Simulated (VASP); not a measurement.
Set up this calculation in VASP 6.6.1, as the native input.

```
Task                   : single point
Functional             : r2SCAN
Dispersion             : D4
Potentials or basis    : VASP PAW PBE potentials, release 64 (Ru_pv, Sc_sv)
Cutoff                 : 520 eV
k mesh                 : 10 × 10 × 10
Occupations            : fermi-dirac, width 0.05 eV
Spin                   : no spin polarisation
Dipole correction      : no
Further INCAR settings : ALGO = Normal; EDIFF = 1e-06; NBANDS = 34
```

ScRu3:

```
Ru Sc
1.0
    -1.91483    1.91483    4.02719
     1.91483   -1.91483    4.02719
     1.91483    1.91483   -4.02719
Ru Sc
3 1
Cartesian
  0.0000 0.0000 4.0272
  1.9148 0.0000 2.0136
  0.0000 1.9148 2.0136
  0.0000 0.0000 0.0000
```

These files were run (other wordings do the same):

POSCAR

```
ScRu3
1.0
   -1.9148278798      1.9148278798      4.0271884621
    1.9148278798     -1.9148278798      4.0271884621
    1.9148278798      1.9148278798     -4.0271884621
Ru Sc
3 1
Direct
    0.5000000000      0.5000000000      0.0000000000
    0.2500000000      0.7500000000      0.5000000000
    0.7500000000      0.2500000000      0.5000000000
    0.0000000000      0.0000000000      0.0000000000
```

INCAR.step1

```
SYSTEM = ScRu3
PREC = Accurate
ENCUT = 520
ISMEAR = -1
SIGMA = 0.05
LREAL = .False.
LASPH = .True.
NELM = 60
NBANDS = 34
GGA = PE
ALGO = Normal
EDIFF = 1E-4
LWAVE = .True.
LCHARG = .False.
```

INCAR.step2

```
SYSTEM = ScRu3
PREC = Accurate
ENCUT = 520
EDIFF = 1E-6
ISMEAR = -1
SIGMA = 0.05
LREAL = .False.
LASPH = .True.
NELM = 60
ALGO = Normal
ISIF = 2
LWAVE = .False.
LCHARG = .False.
METAGGA = R2SCAN
LMIXTAU = .True.
IVDW = 13
VDW_S6 = 1.0
VDW_S8 = 0.6018749
VDW_A1 = 0.51559235
VDW_A2 = 5.77342911
NBANDS = 34
ISTART = 1
```

KPOINTS

```
Automatic mesh
0
Gamma
  10 10 10
  0 0 0
```

Potentials or basis: VASP PAW PBE potentials, release 64 (Ru_pv, Sc_sv).

The run is started by

```console
$ cat potpaw_PBE.64/Ru_pv/POTCAR potpaw_PBE.64/Sc_sv/POTCAR > POTCAR
$ cp INCAR.step1 INCAR
$ mpirun -np 1 vasp_std > vasp.out
$ cp INCAR.step2 INCAR
$ mpirun -np 1 vasp_std > vasp.out
```

It gave:

| Property | Result |
| --- | --- |
| Pressure | 1.2 GPa |
| Band gap on the k mesh | zero (an odd number of electrons rules out a gap without spin polarisation) |
| Dispersion energy per atom | -0.157 eV |

Caveat: the PAW data sets were made with another functional, which shifts forces and pressure a little.

It took 30 min on 1 thread of Oxide Virtual Turin-like Processor, on a shared host, peak memory 0.3 GiB.
